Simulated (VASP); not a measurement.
# Co (Fm-3m) in VASP: notebook, part 2 of 2

VASP 6.6.1.

## Step 4: Single point, PBE, collinear spin, ferromagnetic start

The input, INCAR:

```
SYSTEM = Co
ALGO = Normal ; EDIFF = 1E-6
ENCUT = 520 ; GGA = PE
ISIF = 2 ; ISMEAR = -1
ISPIN = 2 ; ISYM = 0
LASPH = .TRUE. ; LCHARG = .FALSE.
LMAXMIX = 4 ; LORBIT = 11
LREAL = .FALSE. ; LWAVE = .FALSE.
MAGMOM = 3 3 ; NBANDS = 20
NELM = 150 ; PREC = Accurate
SIGMA = 0.1
```

The input, KPOINTS:

```
k-points
0
G
  13 7 13
  0 0 0
```

The input, POSCAR:

```
Co
1.0
    0.0000000000      1.7844000000      1.7844000000
    3.5688000000      0.0000000000      3.5688000000
    1.7844000000      1.7844000000      0.0000000000
Co
2
Direct
    0.0000000000      0.0000000000      0.0000000000
    0.0000000000      0.5000000000      0.0000000000
```

Potentials or basis: VASP PAW PBE potentials, release 64 (Co).

Run with:

```bash
cat potpaw_PBE.64/Co/POTCAR > POTCAR
mpirun -np 1 vasp_std > vasp.out
```

OUTCAR:

```text
SYSTEM = Co
   EDIFF = 1E-6
   ENCUT = 520
   GGA = PE
   ISIF = 2
   ISMEAR = -1
   ISPIN = 2
   ISYM = 0
   LASPH = .TRUE.
   LORBIT = 11
   LREAL = .FALSE.
   NELM = 150
   PREC = Accurate

 ion  position               nearest neighbor table
   1  0.000  0.000  0.000-   2 2.52   2 2.52   2 2.52   2 2.52   2 2.52   2 2.52
   2  0.000  0.500  0.000-   1 2.52   1 2.52   1 2.52   1 2.52   1 2.52   1 2.52

IMPORTANT INFORMATION: All symmetrisations will be switched off!
NOSYMM: (Re-)initialisation of all symmetry stuff for point group C_1.

----------------------------------------------------------------------------------------

                                     Primitive cell

  volume of cell :      22.7267

  direct lattice vectors                    reciprocal lattice vectors
     0.000000000  1.784400000  1.784400000    -0.280206232  0.280206232  0.280206232
     3.568800000  0.000000000  3.568800000     0.140103116 -0.140103116  0.140103116
     1.784400000  1.784400000  0.000000000     0.280206232  0.280206232 -0.280206232

  length of vectors
     2.523522681  5.047045361  2.523522681     0.485331430  0.242665715  0.485331430

  position of ions in fractional coordinates (direct lattice)
     0.000000000  0.000000000  0.000000000
     0.000000000  0.500000000  0.000000000

  ion indices of the primitive-cell ions
   primitive index   ion index
                 1           1
                 2           2

----------------------------------------------------------------------------------------

 KPOINTS: k-points

Automatic generation of k-mesh.
 Grid dimensions read from file:
 generate k-points for:   13    7   13

 Generating k-lattice:

  Cartesian coordinates                     Fractional coordinates (reciprocal lattice)
    -0.021554326  0.021554326  0.021554326     0.076923077  0.000000000  0.000000000
     0.020014731 -0.020014731  0.020014731     0.000000000  0.142857143  0.000000000
     0.021554326  0.021554326 -0.021554326     0.000000000  0.000000000  0.076923077

  Length of vectors
     0.037333187  0.034666531  0.037333187

[... 117 lines left out ...]
  ---------------------------------------------------
  free energy    TOTEN  =       -14.05272000 eV

  energy without entropy =      -13.97412100  energy(sigma->0) =      -14.01342050

 E-fermi :   9.7184     XC(G=0): -13.1352

 val. band max:        9.7180730312   @ k =  -0.3077  -0.1429   0.3846
 cond. band min:       9.7206122234   @ k =  -0.2308   0.0000   0.2308
 fundamental gap:      0.0025391922
 Fermi energy:         9.7183528933

 spin component 1

 k-point     1 :       0.0000    0.0000    0.0000
  band No.  band energies     occupation
      1       0.9663      1.00000
      2       4.7107      1.00000
      3       6.9302      1.00000
      4       6.9304      1.00000
      5       7.0595      1.00000
      6       7.0599      1.00000
[... 541 lines left out ...]
     19      31.6642      0.00000
     20      33.6627      0.00000

 [... further k-points ...]

 spin component 2

 k-point     1 :       0.0000    0.0000    0.0000
  band No.  band energies     occupation
      1       0.9774      1.00000
      2       5.6308      1.00000
      3       8.6489      0.99998
      4       8.6491      0.99998
      5       8.6492      0.99998
      6       8.6497      0.99998
[... 541 lines left out ...]
     19      31.7559      0.00000
     20      33.7664      0.00000

 [... further k-points ...]

------------------------ aborting loop because EDIFF is reached ----------------------------------------

  FORCE on cell =-STRESS in cart. coord.  units (eV):
  Direction    XX          YY          ZZ          XY          YZ          ZX
  --------------------------------------------------------------------------------------
  -------------------------------------------------------------------------------------
  Total       -1.1712107     -1.1814010     -1.1712033     -0.0108997     -0.0108968      0.0301525
  in kB      -82.5674695    -83.2858594    -82.5669485     -0.7684046     -0.7681959      2.1256741
  external PRESSURE =     -82.8067591 kB  Pullay stress =       0.0000000 kB

 VOLUME and BASIS-vectors are now :
 -----------------------------------------------------------------------------
  energy-cutoff  :      520.00
  volume of cell :       22.73
      direct lattice vectors                 reciprocal lattice vectors
     0.000000000  1.784400000  1.784400000    -0.280206232  0.280206232  0.280206232
     3.568800000  0.000000000  3.568800000     0.140103116 -0.140103116  0.140103116
     1.784400000  1.784400000  0.000000000     0.280206232  0.280206232 -0.280206232

 POSITION                                       TOTAL-FORCE (eV/Angst)
 -----------------------------------------------------------------------------------
      0.00000      0.00000      0.00000        -0.000001     -0.000000     -0.000000
      1.78440      0.00000      1.78440         0.000001      0.000000      0.000000
 -----------------------------------------------------------------------------------
    total drift:                                0.000000     -0.000000      0.000001

  FREE ENERGIE OF THE ION-ELECTRON SYSTEM (eV)
  ---------------------------------------------------
  free  energy   TOTEN  =       -14.0527200032 eV

  energy  without entropy=      -13.9741210006  energy(sigma->0) =      -14.01342050

 total charge

# of ion       s       p       d       tot
------------------------------------------
    1        0.471   0.485   7.229   8.185
    2        0.471   0.485   7.229   8.185
--------------------------------------------------
tot          0.942   0.970  14.458  16.370

 magnetization (x)

# of ion       s       p       d       tot
------------------------------------------
    1       -0.012  -0.047   1.742   1.683
    2       -0.012  -0.047   1.742   1.683
--------------------------------------------------
tot         -0.024  -0.094   3.484   3.366
```

stdout:

```text
POSCAR found type information on POSCAR Co
 POSCAR found :  1 types and       2 ions
 scaLAPACK will be used
 LDA part: xc-table for (Slater+PW92), standard interpolation
 -----------------------------------------------------------------------------
|                                                                             |
|           W    W    AA    RRRRR   N    N  II  N    N   GGGG   !!!           |
|           W    W   A  A   R    R  NN   N  II  NN   N  G    G  !!!           |
|           W    W  A    A  R    R  N N  N  II  N N  N  G       !!!           |
|           W WW W  AAAAAA  RRRRR   N  N N  II  N  N N  G  GGG   !            |
|           WW  WW  A    A  R   R   N   NN  II  N   NN  G    G                |
|           W    W  A    A  R    R  N    N  II  N    N   GGGG   !!!           |
|                                                                             |
|     Your reciprocal lattice and k-lattice belong to different lattice       |
|     classes:                                                                |
|                                                                             |
|        The reciprocal lattice is rhombohedral (trigonal),                   |
|        whereas your k-lattice is base-centered monoclinic.                  |
|                                                                             |
|     Results are often still useful ...                                      |
|                                                                             |
 -----------------------------------------------------------------------------

 POSCAR, INCAR and KPOINTS ok, starting setup
 FFT: planning ... GRIDC
 FFT: planning ... GRID_SOFT
 FFT: planning ... GRID
 WAVECAR not read
 entering main loop
```

It took 15 min on 1 thread of AMD EPYC 7R13, shared host; peak memory 0.43 GiB.

What came out:

```
Free energy                                           : -14.0527 eV
Pressure                                              : -8.3 GPa
Net moment                                            : 3.32 μB per cell
Site moments                                          : Co +1.68 μB
Valence electrons inside the program's atomic spheres : Co 8.19
```

Caveat: the cell stands under tension.

## Step 5: Overview

```csv
spin,gap on the mesh (eV),pressure (GPa),moment (μB)
"collinear, antiferromagnetic start",none,-13.2,0.00
off,none,-19.2,-
"collinear, ferromagnetic start",none,-8.3,3.32
```

Alike in all rows: task single point; level PBE; potentials or basis VASP PAW PBE potentials, release 64 (Co); cell as given; k mesh 13 × 7 × 13; cutoff (eV) 520; smearing fermi-dirac 0.1 eV.

Caveats: the cell stands under tension.

Total energies depend on the potentials used, so only differences within one code and one set of settings carry meaning.
